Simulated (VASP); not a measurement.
# Sn8HO16 (a cell with a defect) in VASP: notebook, part 2 of 2

VASP 6.6.1. The steps go on from the part before.

## Step 3: Single point, PBE

Contents of INCAR:

```
ALGO = Normal ; EDIFF = 1E-6
ENCUT = 520 ; GGA = PE
ISIF = 2 ; ISMEAR = 0
LASPH = T ; LCHARG = F
LREAL = Auto ; LWAVE = F
NBANDS = 122 ; NELECT = 208.0
NELM = 60 ; PREC = Accurate
SIGMA = 0.02
```

Contents of KPOINTS:

```
k-points
0
Gamma
  3 3 3
```

Contents of POSCAR:

```
Sn8HO16
1.0
   -4.8274195332     -4.8274195332      0.0000000000
    4.8274195332     -4.8274195332      0.0000000000
    0.0000000000      4.8274195332      6.4761384946
Sn O H
8 16 1
Direct
    0.5036017755      0.5015043816      0.0029949946
    0.7471478482      0.7446860775      0.5017045270
    0.9948917238      0.9921070062      0.0015081518
    0.2807035343      0.2662169127      0.5066409563
    0.1260836757      0.6215467245      0.2519225000
    0.3698408713      0.8782021155      0.7472006666
    0.6090040577      0.1195535379      0.2369711521
    0.8828027615      0.3694935322      0.7591599537
    0.1973136975      0.5026397603      0.0028889129
    0.4422981343      0.7482872844      0.5006745922
    0.6883055002     -0.0002213570     -0.0032957912
    0.9498927719      0.2036526791      0.4789531605
    0.1346392194      0.3148779565      0.2506794753
    0.3770419268      0.5734965738      0.7535413278
    0.6281584699      0.8191172200      0.2524669603
    0.8772086981      0.0628564395      0.7518086594
    0.8091792689      0.4956519300      0.0027247719
    0.0530895990      0.7460830248      0.4993109710
    0.2976033350     -0.0071110139     -0.0042465120
    0.5752422806      0.2479434019      0.5021791925
    0.1135714657      0.9356613986      0.2614434514
    0.3757276673      0.1856200966      0.7485459127
    0.6264991061      0.4284514756      0.2515116070
    0.8772866742      0.6698971997      0.7483860952
    0.9643217570      1.0446064717      0.4108775626
```

Potentials or basis: VASP PAW PBE potentials, release 64 (Sn_d, O, H).

Run with:

```bash
> cat potpaw_PBE.64/Sn_d/POTCAR potpaw_PBE.64/O/POTCAR potpaw_PBE.64/H/POTCAR > POTCAR
> mpirun -np 1 vasp_std > vasp.out
```

OUTCAR:

```text
EDIFF = 1E-6
   ENCUT = 520
   GGA = PE
   ISIF = 2
   ISMEAR = 0
   LASPH = T
   LREAL = Auto
   NELECT = 208.0
   NELM = 60
   PREC = Accurate

 ion  position               nearest neighbor table
   1  0.504  0.502  0.003-  15 2.08  17 2.09   9 2.09  22 2.09  23 2.10  14 2.10   4 3.22   2 3.23
                             7 3.73   7 3.74   8 3.75
   2  0.747  0.745  0.502-  10 2.08  23 2.08  16 2.09  24 2.09  18 2.10  15 2.11   1 3.23   3 3.24
                             5 3.75
   3  0.995  0.992  0.002-  11 2.08  19 2.09  16 2.10  13 2.11  21 2.11  24 2.12   2 3.24   4 3.28
                             7 3.72   8 3.75   5 3.75
   4  0.281  0.266  0.507-  20 2.03  14 2.04  13 2.05  22 2.09  21 2.15  12 2.20  25 2.27   1 3.22
                             3 3.28   7 3.61   8 3.64   5 3.69   6 3.71
   5  0.126  0.622  0.252-  10 2.08  17 2.08  13 2.09  18 2.09   9 2.09  21 2.12   8 3.19   6 3.21
                             4 3.69   3 3.75   2 3.75
   6  0.370  0.878  0.747-  18 2.08  10 2.08  11 2.09  22 2.09  19 2.10  14 2.10   7 3.17   5 3.21
                             4 3.71
   7  0.609  0.120  0.237-  19 2.03  20 2.06  23 2.06  11 2.07  15 2.11  12 2.18   6 3.17   8 3.38
                             4 3.61   3 3.72   1 3.73   1 3.74
   8  0.883  0.369  0.759-   9 2.06  20 2.07  17 2.07  16 2.07  24 2.09  12 2.31   5 3.19   7 3.38
                             4 3.64   3 3.75   1 3.75
   9  0.197  0.503  0.003-   8 2.06   1 2.09   5 2.09
  10  0.442  0.748  0.501-   5 2.08   2 2.08   6 2.08
  11  0.688  1.000  0.997-   7 2.07   3 2.08   6 2.09
  12  0.950  0.204  0.479-  25 1.02   7 2.18   4 2.20   8 2.31
  13  0.135  0.315  0.251-   4 2.05   5 2.09   3 2.11
  14  0.377  0.573  0.754-   4 2.04   1 2.10   6 2.10
  15  0.628  0.819  0.252-   1 2.08   7 2.11   2 2.11
  16  0.877  0.063  0.752-   8 2.07   2 2.09   3 2.10
  17  0.809  0.496  0.003-   8 2.07   5 2.08   1 2.09
  18  0.053  0.746  0.499-   6 2.08   5 2.09   2 2.10
  19  0.298  0.993  0.996-   7 2.03   3 2.09   6 2.10
  20  0.575  0.248  0.502-   4 2.03   7 2.06   8 2.07
  21  0.114  0.936  0.261-   3 2.11   5 2.12   4 2.15
  22  0.376  0.186  0.749-   1 2.09   4 2.09   6 2.09
  23  0.626  0.428  0.252-   7 2.06   2 2.08   1 2.10
  24  0.877  0.670  0.748-   8 2.09   2 2.09   3 2.12
  25  0.964  0.045  0.411-  12 1.02   4 2.27

  LATTYP: Found a body centered tetragonal cell.
[... 200 lines left out ...]
   LRPA    =     F    only Hartree local field effects (RPA)
 non-spin polarized calculation
 Gauss-broadening in eV      SIGMA  =   0.02
  energy-cutoff  :      520.00
  volume of cell :      301.84
 maximum number of plane-waves:      8153
 NGX is ok and might be reduce to    54
   NGX = 25   NGY = 25   NGZ = 31

 number of electron     208.0000005 magnetization

 Free energy of the ion-electron system (eV)
  ---------------------------------------------------
  ext. energy  EPLUGINS =         0.00000000
  ---------------------------------------------------
  free energy    TOTEN  =      -159.58735931 eV

  energy without entropy =     -159.58735931  energy(sigma->0) =     -159.58735931

 E-fermi :   5.6670     XC(G=0): -10.9715

 val. band max:        5.5306682790   @ k =   0.0000   0.0000   0.0000
 cond. band min:       6.2253177840   @ k =   0.0000   0.0000   0.0000
 fundamental gap:      0.6946495050
 Fermi energy:         5.6670192680

 k-point     1 :       0.0000    0.0000    0.0000
  band No.  band energies     occupation
      1     -15.4793      2.00000
      2     -15.3247      2.00000
      3     -15.1571      2.00000
      4     -15.1147      2.00000
      5     -15.0338      2.00000
      6     -15.0145      2.00000
[... 1655 lines left out ...]
    115      13.3308      0.00000
    116      13.6073      0.00000
 [bands above 116 left out]

------------------------ aborting loop because EDIFF is reached ----------------------------------------

  FORCE on cell =-STRESS in cart. coord.  units (eV):
  Direction    XX          YY          ZZ          XY          YZ          ZX
  --------------------------------------------------------------------------------------
  -------------------------------------------------------------------------------------
  Total       -9.2466005     -7.7259596     -7.6291140      3.6584972     -0.4302505     -1.3768554
  in kB      -49.0813465    -41.0097201    -40.4956596     19.4194579     -2.2837878     -7.3084069
  external PRESSURE =     -43.5289087 kB  Pullay stress =       0.0000000 kB

 VOLUME and BASIS-vectors are now :
 -----------------------------------------------------------------------------
  energy-cutoff  :      520.00
  volume of cell :      301.84
      direct lattice vectors                 reciprocal lattice vectors
    -4.827419533 -4.827419533  0.000000000    -0.103575005 -0.103575005  0.077206502
     4.827419533 -4.827419533  0.000000000     0.103575005 -0.103575005  0.077206502
     0.000000000  4.827419533  6.476138495     0.000000000  0.000000000  0.154413004

 POSITION                                       TOTAL-FORCE (eV/Angst)
 -----------------------------------------------------------------------------------
     -0.01013     -4.83761      0.01940         0.005559     -0.005925     -0.035900
     -0.01188     -4.77977      3.24911        -0.002544      0.013030     -0.004898
     -0.01344     -9.58480      0.00977        -0.041824      0.011086      0.012251
     -0.06993     -0.19445      3.28108        -0.066687     -0.012661     -0.096356
      2.39181     -2.39299      1.63148         0.022184     -0.071096     -0.013853
      2.45407     -2.41778      4.83898        -0.023808     -0.003835     -0.004102
[... 17 lines left out ...]
     -1.00116     -3.85613      4.84665        -0.040506      0.000186     -0.017089
     -4.43985     -2.88704      2.66090         0.256615      0.429418      0.486581
 -----------------------------------------------------------------------------------
    total drift:                               -0.016223      0.010372     -0.005901

  FREE ENERGIE OF THE ION-ELECTRON SYSTEM (eV)
  ---------------------------------------------------
  free  energy   TOTEN  =      -159.5873593095 eV

  energy  without entropy=     -159.5873593095  energy(sigma->0) =     -159.58735931
```

Run time: 26 min. Hardware: 1 thread of Intel Xeon Platinum 8375C at 2.90GHz (Ice Lake), shared host; peak memory 0.6 GiB.

Results:

| Item | Value |
| --- | --- |
| Free energy | -159.5874 eV |
| Largest force | 0.698 eV/Å |

Forces on the atoms (eV/Å):
```
Sn   0.006 -0.006 -0.036
Sn  -0.003  0.013 -0.005
Sn  -0.042  0.011  0.012
Sn  -0.067 -0.013 -0.096
Sn   0.022 -0.071 -0.014
Sn  -0.024 -0.004 -0.004
Sn   0.032  0.012 -0.054
Sn   0.024  0.037  0.007
O   -0.050 -0.011 -0.018
O   -0.043 -0.008  0.003
O   -0.031 -0.007 -0.007
O    0.072 -0.022  0.050
O    0.042 -0.027 -0.009
O   -0.005  0.014 -0.068
O    0.004 -0.048  0.008
O    0.000 -0.004 -0.007
O    0.044  0.017  0.026
O    0.076 -0.045 -0.026
O    0.029 -0.007 -0.077
O   -0.038 -0.054 -0.012
O   -0.221 -0.217 -0.097
O   -0.030  0.012 -0.035
O   -0.013 -0.004 -0.012
O   -0.041  0.000 -0.017
H    0.257  0.429  0.487
```

Levels at points of the mesh, in eV from the Fermi level:
```tsv
k point	band 100	band 101	band 102	band 103	band 104	band 105	band 106	band 107	band 108	band 109
(0.00, 0.00, 0.00)	-0.86	-0.83	-0.78	-0.75	-0.14	0.56	4.15	4.45	4.48	4.53
```

Caveat: the cell carries a net charge on a neutralising background, which shifts energy and pressure; the cell is charged against a uniform background, so pressure and absolute levels hang on convention; spin-orbit coupling is left out, which moves the levels of the heavy elements.

## Step 4: Single point, PBE

Contents of INCAR:

```
  PREC = Accurate
  ENCUT = 520
  EDIFF = 1E-7
  ISMEAR = 0
  SIGMA = 0.02
  LREAL = Auto
  LASPH = True
  NELM = 80
  ALGO = Normal
  ISIF = 2
  LWAVE = False
  LCHARG = False
  GGA = PE
  NELECT = 208.0
  NBANDS = 122
```

Contents of KPOINTS:

```
regular mesh
0
Gamma
  3 3 3
```

Contents of POSCAR:

```
Sn8HO16
1.0
   -4.8274195332     -4.8274195332      0.0000000000
    4.8274195332     -4.8274195332      0.0000000000
    0.0000000000      4.8274195332      6.4761384946
Sn O H
8 16 1
Direct
    0.5046699835      0.5014473508      0.0032349524
    0.7480228784      0.7461158554      0.4981664618
    0.9895475230      0.9951244156     -0.0105555185
    0.2610169305      0.2673780930      0.5138835438
    0.1280517004      0.6005005904      0.2485465685
    0.3706639078      0.8777729302      0.7489175848
    0.6167984354      0.1270326332      0.2481146753
    0.8787536132      0.3716650987      0.7490999465
    0.1966132123      0.5060980188      0.0031776652
    0.4404329895      0.7492996603      0.4970758428
    0.6900209077      0.0024920992     -0.0005075555
    0.9439213327      0.2425093305      0.4956129340
    0.1315217291      0.3016358024      0.2487463789
    0.3820394847      0.5764012950      0.7576641550
    0.6404044829      0.8205814893      0.2511688101
    0.8756870544      0.0644588251      0.7454408216
    0.8104545920      0.4902798093      0.0004326652
    0.0551319946      0.7372923035      0.4965148603
    0.2996368626     -0.0091208473      0.0007516825
    0.5553791102      0.2420887510      0.4997692688
    0.0902872187      0.9257582135      0.2593264491
    0.3717279112      0.1839922081      0.7517126146
    0.6199597750      0.4303930730      0.2496314743
    0.8698074121      0.6765497112      0.7479421578
    0.9613411939      0.9337488127      0.2876848606
```

Run with:

```bash
> cat potpaw_PBE.64/Sn_d/POTCAR potpaw_PBE.64/O/POTCAR potpaw_PBE.64/H/POTCAR > POTCAR
> mpirun -np 1 vasp_std > vasp.out
```

Wall time 31 min (1 thread of Intel Xeon 8259CL, shared host); peak memory 0.62 GiB.

It converged, with:

- Free energy: -159.8823 eV
- Largest force: 0.327 eV/Å

Forces on the atoms (eV/Å):
```
Sn   0.007 -0.015 -0.004
Sn  -0.001 -0.030  0.016
Sn   0.000 -0.024  0.012
Sn   0.017  0.084 -0.015
Sn  -0.051 -0.013  0.012
Sn  -0.021  0.001  0.026
Sn   0.026 -0.004  0.028
Sn   0.040  0.008  0.012
O   -0.004 -0.031  0.009
O   -0.005 -0.036  0.013
O   -0.005 -0.016  0.040
O    0.097 -0.056  0.041
O   -0.022  0.030  0.017
O    0.005 -0.030  0.022
O   -0.029 -0.096  0.016
O    0.025 -0.052 -0.018
O    0.003  0.016  0.024
O    0.002 -0.004 -0.004
O   -0.003  0.010  0.016
O    0.027  0.047  0.008
O   -0.089 -0.057 -0.062
O   -0.009  0.043  0.023
O    0.025  0.007  0.011
O    0.018  0.013  0.005
H   -0.054  0.205 -0.248
```

Levels at points of the mesh, in eV from the Fermi level:
| k point | band 102 | band 103 | band 104 | band 105 | band 106 | band 107 |
| --- | --- | --- | --- | --- | --- | --- |
| (0.00, 0.00, 0.00) | -0.76 | -0.75 | -0.14 | 0.59 | 4.33 | 4.42 |

Caveat: the cell carries a net charge on a neutralising background, which shifts energy and pressure; the cell is charged against a uniform background, so pressure and absolute levels hang on convention; spin-orbit coupling is left out, which moves the levels of the heavy elements.
